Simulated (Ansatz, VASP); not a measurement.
## MnO in VASP and in Ansatz

```xyz
2
Lattice="0.0000 2.1252 2.1252 2.1252 0.0000 2.1252 2.1252 2.1252 0.0000" Properties=species:S:1:pos:R:3 pbc="T T T"
Mn    0.0000    0.0000    0.0000
O     2.1252    2.1252    2.1252
```

Alike in both runs: task single point; functional PBEsol; k mesh 16 × 16 × 16; occupations gaussian, width 0.1 eV; collinear spin.

|  | VASP | Ansatz |
| --- | --- | --- |
| version | VASP 6.6.1 | Ansatz 0.2.0 |
| potentials or method | VASP PAW PBE potentials, release 64 (Mn_pv, O), cutoff 520 eV | scalar-relativistic, plane waves, PAW |
| valence electrons in the cell | 19 | 21 |

|  | VASP | Ansatz | Ansatz less VASP |
| --- | --- | --- | --- |
| gap on the k mesh at the Fermi level (eV) | none | none | - |
| pressure (GPa) | 8.0 | 7.3 | -0.62 |
| net moment per atom (μB) | 2.13 | 2.13 | 0.000 |
| size of the moment on the site where the two differ most (μB) | 3.93 | 3.60 | -0.323 |

VASP's potentials were made for PBE, not for PBEsol. Site moments also hang on the region over which each program counts them. A gap of «none» marks a metal or a gap that the smearing closes. With one functional, cell and mesh, what is left measures potentials, basis and numerics. VASP's potentials hold 19 valence electrons a cell and Ansatz's 21, so a difference there can come from the potentials and not from the codes.
